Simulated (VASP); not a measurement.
Write the native input for VASP 6.6.1 that does the following.

```
Task                   : single point
Functional             : PBE
Potentials or basis    : VASP PAW PBE potentials, release 64 (Pb_d, S)
Cutoff                 : 520 eV
k mesh                 : 6 × 6 × 6
Occupations            : gaussian, width 0.01 eV
Spin                   : no spin polarisation
Dipole correction      : no
Further INCAR settings : ALGO = Normal; EDIFF = 1e-06; NBANDS = 17
```

The structure of PbS lies in POSCAR:

```
PbS
1.0
    0.0000000000      3.2899943866      3.2899943866
    3.2899943866      0.0000000000      3.2899943866
    3.2899943866      3.2899943866      0.0000000000
Pb S
1 1
Direct
    0.0000000000      0.0000000000      0.0000000000
    0.2500000000      0.2500000000      0.2500000000
```

This cell differs from its parent crystal: volume changed by -3%.

The input as run:

INCAR

```
PREC = Accurate
ENCUT = 520
EDIFF = 1E-6
ISMEAR = 0
SIGMA = 0.01
LREAL = False
LASPH = True
NELM = 100
ALGO = Normal
ISIF = 2
LWAVE = False
LCHARG = False
GGA = PE
NBANDS = 17
```

KPOINTS

```
regular mesh
0
Gamma
  6 6 6
```

Potentials or basis: VASP PAW PBE potentials, release 64 (Pb_d, S).

The run is started by

```console
$ cat potpaw_PBE.64/Pb_d/POTCAR potpaw_PBE.64/S/POTCAR > POTCAR
$ mpirun -np 1 vasp_std > vasp.out
```

Results of the run:

```yaml
Pressure: 1.1 GPa
Band_gap_on_the_k_mesh: 0.89 eV, indirect (least direct gap 1.25 eV)
```

Caveat: spin-orbit coupling is left out, which moves the levels of the heavy elements.

Wall time 15 s on 1 thread of Intel(R) Xeon(R) Platinum 8488C (Sapphire Rapids) (shared host), peak memory 0.2 GiB.
